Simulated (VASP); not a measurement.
A run of VASP 6.6.1:

Contents of POSCAR:

```
SnSe2
1.0
    1.9122916093      1.1040620754      6.3350940540
   -1.9122916093      1.1040620754      6.3350940540
    0.0000000000     -2.2081241508      6.3350940540
Sn Se
1 2
Direct
    0.0000000000      0.0000000000      0.0000000000
    0.2505568941      0.2505568941      0.2505568941
    0.7494431059      0.7494431059      0.7494431059
```

INCAR.step1

```
SYSTEM = SnSe2
PREC = Accurate
ENCUT = 520
ISMEAR = -1
SIGMA = 0.02
LREAL = .False.
LASPH = .True.
NELM = 100
NBANDS = 20
GGA = PE
ALGO = Normal
EDIFF = 1E-4
LWAVE = .True.
LCHARG = .False.
```

INCAR.step2

```
SYSTEM = SnSe2
PREC = Accurate
ENCUT = 520
EDIFF = 1E-6
ISMEAR = -1
SIGMA = 0.02
LREAL = .False.
LASPH = .True.
NELM = 100
ALGO = Normal
ISIF = 2
LWAVE = .False.
LCHARG = .True.
METAGGA = R2SCAN
LMIXTAU = .True.
LUSE_VDW = .True.
IVDW_NL = 2
BPARAM = 11.95
CPARAM = 0.0093
LELF = .True.
LVHAR = .True.
NBANDS = 20
ISTART = 1
```

Contents of KPOINTS:

```
regular mesh
0
Gamma
  8 8 8
  0 0 0
```

Potentials or basis: VASP PAW PBE potentials, release 64 (Sn_d, Se).

Command:

```sh
$ cat potpaw_PBE.64/Sn_d/POTCAR potpaw_PBE.64/Se/POTCAR > POTCAR
$ cp INCAR.step1 INCAR
$ mpirun -np 1 vasp_std > vasp.out
$ cp INCAR.step2 INCAR
$ mpirun -np 1 vasp_std > vasp.out
```

Hardware: 1 thread of Intel(R) Xeon(R) 6975P-C (Granite Rapids), with other jobs on the host.

Q: How long does it take, and how much memory?

A: Run time: 8.9 min on 1 thread of Intel(R) Xeon(R) 6975P-C (Granite Rapids), with other jobs on the host, peak memory 0.86 GiB. Counts: k points 65.
